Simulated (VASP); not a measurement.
# OC in VASP: settings compared

Aim: see how the results for OC move with the level of theory and the settings. Levels: PBE, LDA. Tasks: single point.

Everything below comes from runs of VASP 6.6.1. Logs are shortened: lines on timing, memory, paths and dates and some standing lists are left out, and cuts for length are marked.

### 1 The cell of the first run

The cell holds a molecule in a box, 2 atoms: a = 12.000 Å, b = 12.500 Å, c = 13.000 Å, α = 90.00°, β = 90.00°, γ = 90.00°.

### 2 Single point, PBE

File INCAR:

```
SYSTEM = CO
PREC = Accurate
ENCUT = 520
EDIFF = 1E-6
ISMEAR = 0
SIGMA = 0.01
LREAL = .FALSE.
LASPH = .TRUE.
NELM = 120
ALGO = Normal
ISIF = 2
LWAVE = .FALSE.
LCHARG = .FALSE.
GGA = PE
NBANDS = 12
GGA_COMPAT = .FALSE.
NELMDL = -8
```

File KPOINTS:

```
regular mesh
0
G
  1 1 1
  0 0 0
```

File POSCAR:

```
CO
1.0
   12.0000000000      0.0000000000      0.0000000000
    0.0000000000     12.5000000000      0.0000000000
    0.0000000000      0.0000000000     13.0000000000
O C
1 1
Direct
    0.5000000000      0.5000000000      0.5436613300
    0.5000000000      0.5000000000      0.4563386700
```

Potentials or basis: VASP PAW PBE potentials, release 64 (O, C).

Started as:

```console
$ cat potpaw_PBE.64/O/POTCAR potpaw_PBE.64/C/POTCAR > POTCAR
$ mpirun -np 1 vasp_gam > vasp.out
```

OUTCAR:

```text
SYSTEM = CO
   PREC = Accurate
   ENCUT = 520
   EDIFF = 1E-6
   ISMEAR = 0
   LREAL = .FALSE.
   LASPH = .TRUE.
   NELM = 120
   ISIF = 2
   GGA = PE
   NELMDL = -8

 ion  position               nearest neighbor table
   1  0.500  0.500  0.544-   2 1.14
   2  0.500  0.500  0.456-   1 1.14

  LATTYP: Found a simple orthorhombic cell.
 ALAT       =    12.0000000000
 B/A-ratio  =     1.0416666667
 C/A-ratio  =     1.0833333333

  Lattice vectors:

 A1 = (  12.0000000000,   0.0000000000,   0.0000000000)
 A2 = (   0.0000000000,  12.5000000000,   0.0000000000)
 A3 = (   0.0000000000,   0.0000000000,  13.0000000000)

Analysis of symmetry for initial positions (statically):
=====================================================================
 Subroutine PRICEL returns:
 Original cell was already a primitive cell.

 Routine SETGRP: Setting up the symmetry group for a
 simple orthorhombic supercell.

 Subroutine GETGRP returns: Found  4 space group operations
 (whereof  4 operations were pure point group operations)
 out of a pool of  8 trial point group operations.

The static configuration has the point symmetry C_2v.

Analysis of symmetry for dynamics (positions and initial velocities):
=====================================================================
 Subroutine PRICEL returns:
 Original cell was already a primitive cell.

 Routine SETGRP: Setting up the symmetry group for a
 simple orthorhombic supercell.

 Subroutine GETGRP returns: Found  4 space group operations
 (whereof  4 operations were pure point group operations)
 out of a pool of  8 trial point group operations.

The dynamic configuration has the point symmetry C_2v.

 Subroutine INISYM returns: Found  4 space group operations
 (whereof  4 operations are pure point group operations),
 and found     1 'primitive' translations

----------------------------------------------------------------------------------------

                                     Primitive cell

  volume of cell :    1950.0000

  direct lattice vectors                    reciprocal lattice vectors
    12.000000000  0.000000000  0.000000000     0.083333333  0.000000000  0.000000000
     0.000000000 12.500000000  0.000000000     0.000000000  0.080000000  0.000000000
     0.000000000  0.000000000 13.000000000     0.000000000  0.000000000  0.076923077

  length of vectors
    12.000000000 12.500000000 13.000000000     0.083333333  0.080000000  0.076923077

  position of ions in fractional coordinates (direct lattice)
     0.500000000  0.500000000  0.543661330
     0.500000000  0.500000000  0.456338670

  ion indices of the primitive-cell ions
   primitive index   ion index
                 1           1
                 2           2

----------------------------------------------------------------------------------------

 KPOINTS: regular mesh

Automatic generation of k-mesh.
 Grid dimensions read from file:
 generate k-points for:    1    1    1

 Generating k-lattice:

  Cartesian coordinates                     Fractional coordinates (reciprocal lattice)
     0.083333333  0.000000000  0.000000000     1.000000000  0.000000000  0.000000000
     0.000000000  0.080000000  0.000000000     0.000000000  1.000000000  0.000000000
     0.000000000  0.000000000  0.076923077     0.000000000  0.000000000  1.000000000

  Length of vectors
     0.083333333  0.080000000  0.076923077

  Shift w.r.t. Gamma in fractional coordinates (k-lattice)
     0.000000000  0.000000000  0.000000000

 Subroutine IBZKPT returns following result:
 ===========================================

 Found      1 irreducible k-points:

 Following reciprocal coordinates:
            Coordinates               Weight
  0.000000  0.000000  0.000000      1.000000
   k-points           NKPTS =      1   k-points in BZ     NKDIM =      1   number of bands    NBANDS=     12
   number of dos      NEDOS =    301   number of ions     NIONS =      2
   total plane-waves  NPLWV = 846720
   dimension x,y,z NGX =    90 NGY =   96 NGZ =   98
   dimension x,y,z NGXF=   180 NGYF=  192 NGZF=  196
   ions per type =               1   1
   NGX,Y,Z   is equivalent  to a cutoff of  12.47, 12.77, 12.53 a.u.
   NGXF,Y,Z  is equivalent  to a cutoff of  24.94, 25.54, 25.06 a.u.
 SYSTEM =  CO
   PREC   = accura    normal or accurate (medium, high low for compatibility)
   ISTART =      0    job   : 0-new  1-cont  2-samecut
   ICHARG =      2    charge: 1-file 2-atom 10-const
   ISPIN  =      1    spin polarized calculation?
   LNONCOLLINEAR =      F non collinear calculations
   LSORBIT =      F    spin-orbit coupling
   LASPH  =      T    aspherical Exc in radial PAW
   ENCUT  =  520.0 eV  38.22 Ry    6.18 a.u.  22.31 23.24 24.17*2*pi/ulx,y,z
   NELM   =    120;   NELMIN=  2; NELMDL= -8     # of ELM steps
   EDIFF  = 0.1E-05   stopping-criterion for ELM
   LREAL  =      F    real-space projection
   EDIFFG = 0.1E-04   stopping-criterion for IOM
   NSW    =      0    number of steps for IOM
   IBRION =     -1    ionic relax: 0-MD 1-quasi-New 2-CG
   NFREE  =      0    steps in history (QN), initial steepest desc. (CG)
   ISIF   =      2    stress and relaxation
   ISYM   =      2    0-nonsym 1-usesym 2-fastsym
   POTIM  = 0.5000    time-step for ionic-motion
   TEBEG  =    0.0;   TEEND  =   0.0 temperature during run
   PSTRESS=    0.0 pullay stress
   NELECT =      10.0000    total number of electrons
   NUPDOWN=      -1.0000    fix difference up-down
   EMIN   =  10.00;   EMAX   =-10.00  energy-range for DOS
   EFERMI =   0.00;   METHOD = LEGACY
   ISMEAR =     0;   SIGMA  =   0.01  broadening in eV -4-tet -1-fermi 0-gaus
   EFERMI_NEDOS =   21; number of points for ismear=-14 and -15
   IALGO  =     38    algorithm
   IMIX   =      4    mixing-type and parameters
     AMIX     =   0.40;   BMIX     =  1.00
     AMIX_MAG =   1.60;   BMIX_MAG =  1.00
  volume/ion in A,a.u.               =     975.00      6579.62
  Fermi-wavevector in a.u.,A,eV,Ry     =   0.282312  0.533493  1.084388  0.079700
  Thomas-Fermi vector in A             =   1.132971
   LORBIT       =      0    0 simple, 1 ext, 2 COOP (PROOUT), +10 PAW based schemes
   GGA     = PE    functional components
   LHFCALC =     F    Hartree Fock is set to
   AEXX    =    0.0000 exact exchange contribution
   IVDW    =     0    specifies the selected vdW correction
   LEPSILON=     F    determine dielectric tensor
   LRPA    =     F    only Hartree local field effects (RPA)
 non-spin polarized calculation
 Gauss-broadening in eV      SIGMA  =   0.01
  energy-cutoff  :      520.00
  volume of cell :     1950.00
 maximum number of plane-waves:     26244
 NGX is ok and might be reduce to    90
   NGX = 45   NGY = 47   NGZ = 49

 number of electron      10.0000002 magnetization

 Free energy of the ion-electron system (eV)
  ---------------------------------------------------
  ext. energy  EPLUGINS =         0.00000000
  ---------------------------------------------------
  free energy    TOTEN  =       -14.78794080 eV

  energy without entropy =      -14.78794080  energy(sigma->0) =      -14.78794080

 E-fermi :  -8.8552     XC(G=0):  -0.3437

 val. band max:       -8.9834357894   @ k =   0.0000   0.0000   0.0000
 cond. band min:      -2.0124453220   @ k =   0.0000   0.0000   0.0000
 fundamental gap:      6.9709904674
 Fermi energy:        -8.8552174181

 k-point     1 :       0.0000    0.0000    0.0000
  band No.  band energies     occupation
      1     -29.3107      2.00000
      2     -13.9846      2.00000
      3     -11.7463      2.00000
      4     -11.7463      2.00000
      5      -8.9834      2.00000
      6      -2.0124      0.00000
      7      -2.0123      0.00000
      8      -0.1651      0.00000
      9       0.6117      0.00000
     10       0.7417      0.00000
     11       0.7682      0.00000
     12       0.9079      0.00000

------------------------ aborting loop because EDIFF is reached ----------------------------------------

  FORCE on cell =-STRESS in cart. coord.  units (eV):
  Direction    XX          YY          ZZ          XY          YZ          ZX
  --------------------------------------------------------------------------------------
  -------------------------------------------------------------------------------------
  Total       -0.0374910     -0.0377419      1.0171332      0.0000000      0.0000000      0.0000000
  in kB       -0.0308037     -0.0310098      0.8357066      0.0000000      0.0000000      0.0000000
  external PRESSURE =       0.2579643 kB  Pullay stress =       0.0000000 kB

 VOLUME and BASIS-vectors are now :
 -----------------------------------------------------------------------------
  energy-cutoff  :      520.00
  volume of cell :     1950.00
      direct lattice vectors                 reciprocal lattice vectors
    12.000000000  0.000000000  0.000000000     0.083333333  0.000000000  0.000000000
     0.000000000 12.500000000  0.000000000     0.000000000  0.080000000  0.000000000
     0.000000000  0.000000000 13.000000000     0.000000000  0.000000000  0.076923077

 POSITION                                       TOTAL-FORCE (eV/Angst)
 -----------------------------------------------------------------------------------
      6.00000      6.25000      7.06760         0.000000      0.000000      0.942249
      6.00000      6.25000      5.93240         0.000000      0.000000     -0.942249
 -----------------------------------------------------------------------------------
    total drift:                                0.000000     -0.000000      0.000918

  FREE ENERGIE OF THE ION-ELECTRON SYSTEM (eV)
  ---------------------------------------------------
  free  energy   TOTEN  =       -14.7879408033 eV

  energy  without entropy=      -14.7879408033  energy(sigma->0) =      -14.78794080
```

Wall time 2.3 min (1 thread of Intel Xeon 6975P-C (Granite Rapids), shared host); peak memory 1.3 GiB.

Results:

* Free energy: -14.7879 eV
* Largest force: 0.942 eV/Å
* Gap between the frontier levels: 6.97 eV

Forces on the atoms (eV/Å):
```
O    0.000  0.000  0.942
C    0.000  0.000 -0.942
```

### 3 Single point, LDA

File INCAR:

```
SYSTEM = CO
PREC     = Accurate       ! precision mode
ENCUT    = 520            ! plane-wave cutoff, eV
EDIFF    = 1E-6           ! SCF threshold, eV
ISMEAR   = 0              ! smearing method
SIGMA    = 0.01           ! smearing width, eV
LREAL    = .FALSE.        ! projectors in reciprocal space
LASPH    = .TRUE.         ! aspherical terms in the spheres
NELM     = 120            ! most SCF steps
ALGO     = Normal         ! electronic algorithm
ISIF     = 2              ! what is computed and relaxed
LWAVE    = .FALSE.        ! write WAVECAR
LCHARG   = .TRUE.         ! write CHGCAR
GGA      = CA             ! functional
LELF     = .TRUE.         ! ELF
LVHAR    = .TRUE.       
NBANDS   = 12             ! bands
GGA_COMPAT= .FALSE.      
NELMDL   = -8
```

File KPOINTS:

```
Automatic mesh
0
G
  1 1 1
  0 0 0
```

POSCAR is that of step 2.

Potentials or basis: VASP PAW LDA potentials, release 64 (O, C).

Started as:

```console
$ cat potpaw_LDA.64/O/POTCAR potpaw_LDA.64/C/POTCAR > POTCAR
$ mpirun -np 1 vasp_gam > vasp.out
```

Run time: 100 s. Hardware: 1 thread of Intel Xeon 6975P-C (Granite Rapids), shared host; peak memory 0.87 GiB.

The run converged. Its results:

```
Free energy                     : -15.5574 eV
Largest force                   : 0.022 eV/Å
Gap between the frontier levels : 6.79 eV
```

Forces in eV/Å, atoms in the order of the input:
```
O    0.000  0.000 -0.022
C    0.000  0.000  0.022
```

Levels at points of the mesh, in eV from the valence-band top:
```
           k point  band 3  band 4  band 5  band 6  band 7  band 8
(0.00, 0.00, 0.00)   -2.96   -2.96    0.00    6.79    6.79    8.93
```
